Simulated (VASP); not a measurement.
# Si (a cell with a defect) in VASP: relaxation of the atoms with PBEsol

Aim: the relaxation of the atoms of Si (a cell with a defect) with PBEsol.

All numbers are computed with VASP 6.6.1; they aren't measurements. Logs are shortened: lines on timing, memory, paths and dates and some standing lists are left out, and cuts for length are marked.

## (1) The cell of the first run

The cell holds a defect, 17 atoms: a = 7.679 Å, b = 7.679 Å, c = 7.679 Å, α = 60.00°, β = 60.00°, γ = 60.00°.

## (2) Relaxation of the atoms, PBEsol

The input, INCAR:

```
PREC = Accurate ; ENCUT = 520
EDIFF = 1E-6 ; ISMEAR = 0
SIGMA = 0.02 ; LREAL = Auto
LASPH = True ; NELM = 100
ALGO = Normal ; ISIF = 2
LWAVE = False ; LCHARG = False
GGA = PS ; IBRION = 2
NSW = 80 ; EDIFFG = -0.03
```

The input, KPOINTS:

```
regular mesh
0
Gamma
  2 2 2
```

The input, POSCAR:

```
Si
1.0
    0.0000000000      5.4300000000      5.4300000000
    5.4300000000      0.0000000000      5.4300000000
    5.4300000000      5.4300000000      0.0000000000
Si
17
Direct
    0.0000000000      0.0000000000      0.0000000000
    0.1250000000      0.1250000000      0.1250000000
    0.0000000000      0.0000000000      0.5000000000
    0.1250000000      0.1250000000      0.6250000000
    0.0000000000      0.5000000000      0.0000000000
    0.1250000000      0.6250000000      0.1250000000
    0.0000000000      0.5000000000      0.5000000000
    0.1250000000      0.6250000000      0.6250000000
    0.5000000000      0.0000000000      0.0000000000
    0.6250000000      0.1250000000      0.1250000000
    0.5000000000      0.0000000000      0.5000000000
    0.6250000000      0.1250000000      0.6250000000
    0.5000000000      0.5000000000      0.0000000000
    0.6250000000      0.6250000000      0.1250000000
    0.5000000000      0.5000000000      0.5000000000
    0.6250000000      0.6250000000      0.6250000000
    0.8758317000      0.8769074000      0.8781336000
```

Potentials or basis: VASP PAW PBE potentials, release 64 (Si).

Launch:

```bash
$ cat potpaw_PBE.64/Si/POTCAR > POTCAR
$ mpirun -np 1 vasp_std > vasp.out
```

OUTCAR:

```text
PREC = Accurate
   ENCUT = 520
   EDIFF = 1E-6
   ISMEAR = 0
   LREAL = Auto
   LASPH = True
   NELM = 100
   ISIF = 2
   GGA = PS
   IBRION = 2
   NSW = 80
   EDIFFG = -0.03

 ion  position               nearest neighbor table
   1  0.000  0.000  0.000-  17 2.31   4 2.35   6 2.35  10 2.35   2 2.35
   2  0.125  0.125  0.125-   1 2.35   3 2.35   5 2.35   9 2.35
   3  0.000  0.000  0.500-   2 2.35   4 2.35   8 2.35  12 2.35  17 2.37
   4  0.125  0.125  0.625-   1 2.35   3 2.35   7 2.35  11 2.35  17 2.70
   5  0.000  0.500  0.000-   2 2.35   6 2.35   8 2.35  14 2.35  17 2.36
   6  0.125  0.625  0.125-   1 2.35   5 2.35   7 2.35  13 2.35  17 2.69
   7  0.000  0.500  0.500-   4 2.35   6 2.35   8 2.35  16 2.35
   8  0.125  0.625  0.625-   3 2.35   5 2.35   7 2.35  15 2.35  17 2.74
   9  0.500  0.000  0.000-   2 2.35  10 2.35  12 2.35  14 2.35  17 2.36
  10  0.625  0.125  0.125-   1 2.35   9 2.35  11 2.35  13 2.35  17 2.69
  11  0.500  0.000  0.500-   4 2.35  10 2.35  12 2.35  16 2.35
  12  0.625  0.125  0.625-   3 2.35   9 2.35  11 2.35  15 2.35  17 2.74
  13  0.500  0.500  0.000-   6 2.35  10 2.35  14 2.35  16 2.35
  14  0.625  0.625  0.125-   5 2.35   9 2.35  13 2.35  15 2.35  17 2.73
  15  0.500  0.500  0.500-   8 2.35  12 2.35  14 2.35  16 2.35
  16  0.625  0.625  0.625-   7 2.35  11 2.35  13 2.35  15 2.35
  17  0.876  0.877  0.878-   1 2.31   9 2.36   5 2.36   3 2.37  10 2.69   6 2.69   4 2.70  14 2.73
                            12 2.74   8 2.74

  LATTYP: Found a face centered cubic cell.
 ALAT       =    10.8600000000

  Lattice vectors:

 A1 = (   0.0000000000,   5.4300000000,   5.4300000000)
 A2 = (   5.4300000000,   0.0000000000,   5.4300000000)
 A3 = (   5.4300000000,   5.4300000000,   0.0000000000)

Analysis of symmetry for initial positions (statically):
=====================================================================
 Subroutine PRICEL returns:
 Original cell was already a primitive cell.

 Routine SETGRP: Setting up the symmetry group for a
 face centered cubic supercell.

 Subroutine GETGRP returns: Found  1 space group operations
 (whereof  1 operations were pure point group operations)
 out of a pool of 48 trial point group operations.

The static configuration has the point symmetry C_1 .

Analysis of symmetry for dynamics (positions and initial velocities):
=====================================================================
 Subroutine PRICEL returns:
 Original cell was already a primitive cell.

 Routine SETGRP: Setting up the symmetry group for a
 face centered cubic supercell.

 Subroutine GETGRP returns: Found  1 space group operations
 (whereof  1 operations were pure point group operations)
 out of a pool of 48 trial point group operations.

The dynamic configuration has the point symmetry C_1 .

 Subroutine INISYM returns: Found  1 space group operations
 (whereof  1 operations are pure point group operations),
 and found     1 'primitive' translations

----------------------------------------------------------------------------------------

                                     Primitive cell

  volume of cell :     320.2060

  direct lattice vectors                    reciprocal lattice vectors
     0.000000000  5.430000000  5.430000000    -0.092081031  0.092081031  0.092081031
     5.430000000  0.000000000  5.430000000     0.092081031 -0.092081031  0.092081031
     5.430000000  5.430000000  0.000000000     0.092081031  0.092081031 -0.092081031

  length of vectors
     7.679179644  7.679179644  7.679179644     0.159489025  0.159489025  0.159489025

  position of ions in fractional coordinates (direct lattice)
     0.000000000  0.000000000  0.000000000
     0.125000000  0.125000000  0.125000000
     0.000000000  0.000000000  0.500000000
     0.125000000  0.125000000  0.625000000
     0.000000000  0.500000000  0.000000000
     0.125000000  0.625000000  0.125000000
[... 9 lines left out ...]
     0.625000000  0.625000000  0.625000000
     0.875831700  0.876907400  0.878133600

  ion indices of the primitive-cell ions
   primitive index   ion index
                 1           1
                 2           2
                 3           3
                 4           4
                 5           5
                 6           6
[... 9 lines left out ...]
                16          16
                17          17

----------------------------------------------------------------------------------------

 KPOINTS: regular mesh

Automatic generation of k-mesh.
 Grid dimensions read from file:
 generate k-points for:    2    2    2

 Generating k-lattice:

  Cartesian coordinates                     Fractional coordinates (reciprocal lattice)
    -0.046040516  0.046040516  0.046040516     0.500000000  0.000000000  0.000000000
     0.046040516 -0.046040516  0.046040516     0.000000000  0.500000000  0.000000000
     0.046040516  0.046040516 -0.046040516     0.000000000  0.000000000  0.500000000

  Length of vectors
     0.079744512  0.079744512  0.079744512

  Shift w.r.t. Gamma in fractional coordinates (k-lattice)
     0.000000000  0.000000000  0.000000000

 Subroutine IBZKPT returns following result:
 ===========================================

 Found      8 irreducible k-points:

 Following reciprocal coordinates:
            Coordinates               Weight
  0.000000  0.000000  0.000000      1.000000
  0.500000  0.000000  0.000000      1.000000
  0.000000  0.500000  0.000000      1.000000
  0.000000  0.000000  0.500000      1.000000
  0.500000  0.500000  0.500000      1.000000
  0.500000  0.500000  0.000000      1.000000
  0.000000  0.500000  0.500000      1.000000
  0.500000  0.000000  0.500000      1.000000
   k-points           NKPTS =      8   k-points in BZ     NKDIM =      8   number of bands    NBANDS=     43
   number of dos      NEDOS =    301   number of ions     NIONS =     17
   total plane-waves  NPLWV = 216000
   dimension x,y,z NGX =    60 NGY =   60 NGZ =   60
   dimension x,y,z NGXF=   120 NGYF=  120 NGZF=  120
   ions per type =              17
   NGX,Y,Z   is equivalent  to a cutoff of  12.99, 12.99, 12.99 a.u.
   NGXF,Y,Z  is equivalent  to a cutoff of  25.98, 25.98, 25.98 a.u.
 SYSTEM =  unknown system
   PREC   = accura    normal or accurate (medium, high low for compatibility)
   ISTART =      0    job   : 0-new  1-cont  2-samecut
   ICHARG =      2    charge: 1-file 2-atom 10-const
   ISPIN  =      1    spin polarized calculation?
   LNONCOLLINEAR =      F non collinear calculations
   LSORBIT =      F    spin-orbit coupling
   LASPH  =      T    aspherical Exc in radial PAW
   ENCUT  =  520.0 eV  38.22 Ry    6.18 a.u.  14.28 14.28 14.28*2*pi/ulx,y,z
   NELM   =    100;   NELMIN=  2; NELMDL= -5     # of ELM steps
   EDIFF  = 0.1E-05   stopping-criterion for ELM
   LREAL  =      T    real-space projection
   EDIFFG = -.3E-01   stopping-criterion for IOM
   NSW    =     80    number of steps for IOM
   IBRION =      2    ionic relax: 0-MD 1-quasi-New 2-CG
   NFREE  =      1    steps in history (QN), initial steepest desc. (CG)
   ISIF   =      2    stress and relaxation
   ISYM   =      2    0-nonsym 1-usesym 2-fastsym
   POTIM  = 0.5000    time-step for ionic-motion
   TEBEG  =    0.0;   TEEND  =   0.0 temperature during run
   PSTRESS=    0.0 pullay stress
   NELECT =      68.0000    total number of electrons
   NUPDOWN=      -1.0000    fix difference up-down
   EMIN   =  10.00;   EMAX   =-10.00  energy-range for DOS
   EFERMI =   0.00;   METHOD = LEGACY
   ISMEAR =     0;   SIGMA  =   0.02  broadening in eV -4-tet -1-fermi 0-gaus
   EFERMI_NEDOS =   21; number of points for ismear=-14 and -15
   IALGO  =     38    algorithm
   IMIX   =      4    mixing-type and parameters
     AMIX     =   0.40;   BMIX     =  1.00
     AMIX_MAG =   1.60;   BMIX_MAG =  1.00
  volume/ion in A,a.u.               =      18.84       127.11
  Fermi-wavevector in a.u.,A,eV,Ry     =   0.976715  1.845724 12.979587  0.953973
  Thomas-Fermi vector in A             =   2.107356
   LORBIT       =      0    0 simple, 1 ext, 2 COOP (PROOUT), +10 PAW based schemes
   GGA     = PS    functional components
   LHFCALC =     F    Hartree Fock is set to
   AEXX    =    0.0000 exact exchange contribution
   IVDW    =     0    specifies the selected vdW correction
   LEPSILON=     F    determine dielectric tensor
   LRPA    =     F    only Hartree local field effects (RPA)
 conjugate gradient relaxation of ions
 non-spin polarized calculation
 Gauss-broadening in eV      SIGMA  =   0.02
  energy-cutoff  :      520.00
  volume of cell :      320.21
 maximum number of plane-waves:      8646
 NGX is ok and might be reduce to    60
   NGX = 29   NGY = 29   NGZ = 29

--------------------------------------- Ionic step        1  -------------------------------------------

 number of electron      68.0000003 magnetization

 Free energy of the ion-electron system (eV)
  ---------------------------------------------------
  ext. energy  EPLUGINS =         0.00000000
  ---------------------------------------------------
  free energy    TOTEN  =       -93.79955385 eV

  energy without entropy =      -93.79569769  energy(sigma->0) =      -93.79762577

------------------------ aborting loop because EDIFF is reached ----------------------------------------

  FORCE on cell =-STRESS in cart. coord.  units (eV):
  Direction    XX          YY          ZZ          XY          YZ          ZX
  --------------------------------------------------------------------------------------
  -------------------------------------------------------------------------------------
  Total        7.9756569      7.9666821      7.9603165      0.1976615      0.3522767      0.2795040
  in kB       39.9068605     39.8619544     39.8301033      0.9890156      1.7626458      1.3985213
  external PRESSURE =      39.8663061 kB  Pullay stress =       0.0000000 kB
[... 240 lines left out ...]
  energy  without entropy=      -93.9170346079  energy(sigma->0) =      -93.91903966

--------------------------------------- Ionic step        6  -------------------------------------------

 number of electron      68.0000001 magnetization

 Free energy of the ion-electron system (eV)
  ---------------------------------------------------
  ext. energy  EPLUGINS =         0.00000000
  ---------------------------------------------------
  free energy    TOTEN  =       -93.92155849 eV

  energy without entropy =      -93.91758193  energy(sigma->0) =      -93.91957021

 E-fermi :   6.8059     XC(G=0):  -9.8056

 val. band max:        6.5673996035   @ k =   0.0000   0.0000   0.0000
 cond. band min:       6.8121760496   @ k =   0.5000   0.5000   0.0000
 fundamental gap:      0.2447764461
 Fermi energy:         6.8059377356

 k-point     1 :       0.0000    0.0000    0.0000
  band No.  band energies     occupation
      1      -6.3882      2.00000
      2      -3.8270      2.00000
      3      -3.6842      2.00000
      4      -3.6825      2.00000
      5      -3.6820      2.00000
      6      -2.8722      2.00000
[... 401 lines left out ...]
  FREE ENERGIE OF THE ION-ELECTRON SYSTEM (eV)
  ---------------------------------------------------
  free  energy   TOTEN  =       -93.9215584906 eV

  energy  without entropy=      -93.9175819282  energy(sigma->0) =      -93.91957021

 reached required accuracy - stopping structural energy minimisation
```

Wall time 16 min (1 thread of Intel Xeon Platinum 8259CL at 2.50GHz (Skylake/Cascade Lake), shared host); peak memory 0.53 GiB.

What came out:

* Free energy: -93.9216 eV
* Energy gained by relaxing: 7.2 meV/atom
* Ionic steps: 6
* Pressure after relaxing: 3.5 GPa
* Largest force after relaxing: 0.027 eV/Å
* Band gap on the k mesh: zero (bands 34 and 35 overlap by 0.25 eV)

Forces in eV/Å, atoms in the order of the input:
```
Si   0.004  0.003  0.001
Si  -0.009 -0.008 -0.006
Si   0.006  0.005  0.003
Si   0.007  0.007  0.000
Si   0.005  0.005  0.003
Si   0.006 -0.001  0.006
Si  -0.004 -0.002 -0.001
Si   0.000  0.000 -0.002
Si   0.007  0.005  0.003
Si  -0.001  0.005  0.005
Si  -0.002 -0.004  0.000
Si   0.001  0.000 -0.003
Si  -0.001  0.000 -0.004
Si   0.000 -0.002  0.001
Si   0.002  0.002  0.003
Si   0.000  0.000  0.000
Si  -0.020 -0.015 -0.010
```

Step by step:
| step | energy change (eV) | largest force (eV/Å) | pressure (GPa) |
| --- | --- | --- | --- |
| 1 | 0.0000 | 1.1023 | 3.99 |
| 2 | -0.1183 | 0.1174 | 3.53 |
| 3 | -0.1189 | 0.1757 | 3.50 |
| 4 | -0.1214 | 0.0553 | 3.51 |
| 5 | -0.1215 | 0.0639 | 3.51 |
| 6 | -0.1220 | 0.0271 | 3.51 |

Final structure:
```yaml
crystal:
  lattice:
    - [0.00000, 5.43000, 5.43000]
    - [5.43000, 0.00000, 5.43000]
    - [5.43000, 5.43000, 0.00000]
  atoms:
    - { symbol: Si, position: [0.00260, 0.00258, 0.00254] }
    - { symbol: Si, position: [0.12521, 0.12547, 0.12576] }
    - { symbol: Si, position: [0.00187, 0.00186, 0.49430] }
    - { symbol: Si, position: [0.12799, 0.12800, 0.62211] }
    - { symbol: Si, position: [0.00197, 0.49403, 0.00194] }
    - { symbol: Si, position: [0.12800, 0.62208, 0.12802] }
    - { symbol: Si, position: [0.99861, 0.50052, 0.50055] }
    - { symbol: Si, position: [0.12791, 0.62211, 0.62212] }
    - { symbol: Si, position: [0.49379, 0.00203, 0.00202] }
    - { symbol: Si, position: [0.62206, 0.12802, 0.12803] }
    - { symbol: Si, position: [0.50051, 0.99858, 0.50057] }
    - { symbol: Si, position: [0.62208, 0.12793, 0.62212] }
    - { symbol: Si, position: [0.50052, 0.50055, 0.99856] }
    - { symbol: Si, position: [0.62206, 0.62209, 0.12796] }
    - { symbol: Si, position: [0.50039, 0.50042, 0.50046] }
    - { symbol: Si, position: [0.62499, 0.62498, 0.62496] }
    - { symbol: Si, position: [0.87527, 0.87566, 0.87612] }
```

Caveat: the k points lie up to 0.50 Å⁻¹ apart; the PAW data sets were made with another functional, which shifts forces and pressure a little.

The gap in the log of VASP goes by the Fermi energy; the results here count the filled bands.